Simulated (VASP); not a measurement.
**NaI: single point with r2SCAN**

NaI:

```
Na I
1.0
     0.00000    3.13520    3.44872
     3.13520    0.00000    3.44872
     3.13520    3.13520    0.00000
Na I
1 1
Direct
  0.00000 0.00000 0.00000
  0.50000 0.50000 0.50000
```

This cell differs from its parent crystal: ratio of the length along z to the lengths across it x 1.1, volume and fractional coordinates fixed.

* Program: VASP 6.6.1
* Task: single point
* Functional: r2SCAN
* Potentials or basis: VASP PAW PBE potentials, release 64 (Na_pv, I)
* Cutoff: 520 eV
* k mesh: 8 × 8 × 8
* Occupations: gaussian, width 0.05 eV
* Spin: no spin polarisation
* Dipole correction: no
* Further INCAR settings: ALGO = Normal; EDIFF = 1e-06; NBANDS = 14

The pressure is 0.2 GPa and the band gap on the k mesh is 4.41 eV.

Stress tensor (GPa, compression positive):
```
 0.91  0.00  0.00
 0.00  0.91  0.00
 0.00  0.00 -1.29
```

Levels at points of the mesh, in eV from the valence-band top:
| k point | band 3 | band 4 | band 5 | band 6 | band 7 | band 8 | band 9 | band 10 | band 11 | band 12 |
| --- | --- | --- | --- | --- | --- | --- | --- | --- | --- | --- |
| (0.00, 0.00, 0.00) | -23.27 | -11.39 | -0.06 | -0.06 | 0.00 | 4.41 | 8.06 | 8.69 | 8.69 | 9.74 |
| (0.50, 0.00, 0.00) | -23.27 | -11.05 | -2.24 | -0.43 | -0.25 | 5.63 | 7.77 | 8.44 | 9.73 | 11.05 |
| (0.50, 0.50, 0.00) | -23.27 | -11.05 | -1.97 | -0.64 | -0.64 | 5.35 | 6.16 | 10.21 | 12.16 | 12.55 |
| (0.50, 0.00, 0.50) | -23.27 | -10.94 | -1.97 | -1.06 | -0.68 | 5.18 | 5.94 | 10.87 | 11.35 | 11.96 |

Wall time 4.9 min on 1 thread of AMD EPYC 7R43 64-Core Processor (Zen 3), with other jobs on the host, peak memory 0.21 GiB.

Caveat: the PAW data sets were made with another functional, which shifts forces and pressure a little; spin-orbit coupling is left out, which moves the levels of the heavy elements. A k mesh can miss the band edges.
